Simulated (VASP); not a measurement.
Runs of VASP 6.6.1 on EuS. The structure is cubic, space group Fm-3m (No. 225). Conventional cell: a = 5.957 Å, b = 5.957 Å, c = 5.957 Å, α = 90.00°, β = 90.00°, γ = 90.00°. Within 3.9 Å of Eu (site symmetry m-3m) lie 6 S at 2.98 Å. Within 3.9 Å of S (site symmetry m-3m) lie 6 Eu at 2.98 Å. 

```csv
level,U,gap on the mesh (eV),pressure (GPa),moment (μB)
revPBE+D4+U,Eu f U = 6.0 eV,0.51,-0.3,7.00
revPBE+D4+U,Eu f U = 4.5 eV,-,(c),7.00
revPBE+D4+U,Eu f U = 1.5 eV,none,-2.9,(a)
revPBE+D4+U,Eu f U = 3.0 eV,none,-1.9,7.00
revPBE+D4,-,none,-4.1,(b)
```

Alike in all rows: task single point; potentials or basis VASP PAW PBE potentials, release 64 (Eu, S); spin collinear, ferromagnetic start; cell as given; k mesh 8 × 8 × 8; cutoff (eV) 600; smearing fermi-dirac 0.1 eV.

Fill in the values left out.

(a) 6.99; (b) 6.97; (c) -1.0.

Caveats: the PAW data sets were made with another functional, which shifts forces and pressure a little; spin-orbit coupling is left out, which moves the levels of the heavy elements; a cell with one magnetic atom can't hold antiferromagnetic order, which such compounds often take; the cell stands under tension (at least some runs); semilocal functionals describe open f shells poorly, which spoils levels, moments and volumes (at least some runs).

A k mesh can miss the band edges, and the runs leave out spin-orbit coupling on Eu.

A gap of «none» marks levels without a gap at the run's occupations.
